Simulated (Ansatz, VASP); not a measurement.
This is a calculation of Al for VASP 6.6.1.

INCAR

```
SYSTEM = Al
PREC     = Accurate       ! precision mode
ENCUT    = 520            ! plane-wave cutoff, eV
EDIFF    = 1E-6           ! SCF threshold, eV
ISMEAR   = -1             ! smearing method
SIGMA    = 0.05           ! smearing width, eV
LREAL    = .FALSE.        ! projectors in reciprocal space
LASPH    = .TRUE.         ! aspherical terms in the spheres
NELM     = 80             ! most SCF steps
ALGO     = Fast           ! electronic algorithm
ISIF     = 2              ! what is computed and relaxed
LWAVE    = .FALSE.        ! write WAVECAR
LCHARG   = .TRUE.         ! write CHGCAR
GGA      = PS             ! functional
LELF     = .TRUE.         ! ELF
LVHAR    = .TRUE.       
NBANDS   = 10             ! bands
```

Contents of KPOINTS:

```
regular mesh
0
G
  11 11 6
  0 0 0
```

File POSCAR:

```
Al
1.0
    2.7562062445      0.0000000000      0.0000000000
   -1.3781031222      2.3869446258      0.0000000000
    0.0000000000      0.0000000000      4.8668500000
Al
2
Direct
    0.3333333333      0.6666666667      0.2500000000
    0.6666666667      0.3333333333      0.7500000000
```

Potentials or basis: VASP PAW PBE potentials, release 64 (Al).

Command:

```bash
$ cat potpaw_PBE.64/Al/POTCAR > POTCAR
$ mpirun -np 1 vasp_std > vasp.out
```

Translate it to Ansatz 0.2.0. Potentials there: all-electron LAPW, scalar-relativistic.

As run (the cutoff follows the program's own potentials):

The input input.yaml:

```yaml
crystal:
  lattice:
    - [2.7562062445, 0.0, 0.0]
    - [-1.3781031222, 2.3869446258, 0.0]
    - [0.0, 0.0, 4.86685]
  atoms:
    - { symbol: Al, position: [0.3333333333, 0.6666666667, 0.25] }
    - { symbol: Al, position: [0.6666666667, 0.3333333333, 0.75] }
kpoints:
  mp_grid: { grid: [11, 11, 6] }
scf:
  occupations: { method: fermi_dirac, width: 0.05 }
hamiltonian:
  xc: pbesol
  pseudopotentials: { kind: all_electron, lapw: { basis_error: 0.001 } }
output:
  forces: true
  stress: true
  eigenvalues: true
```

Potentials or basis: all-electron LAPW, scalar-relativistic.

Run with:

```console
$ ansatz run input.yaml --threads 1 --pin off --max-ram 3072MiB --backend cpu --events-out ev --progress --plain --runs-dir out
```

Both were run:

|  | VASP | Ansatz | Ansatz less VASP |
| --- | --- | --- | --- |
| gap on the k mesh at the Fermi level (eV) | none | none | - |
| pressure (GPa) | 2.3 | 2.3 | -0.07 |
| traceless stress, the component that is largest in VASP (GPa) | -4.40 | -4.37 | +0.031 |

VASP's potentials were made for PBE, not for PBEsol. A gap of «none» marks a metal or a gap that the smearing closes. Ansatz ran all-electron here, and VASP with PAW potentials.
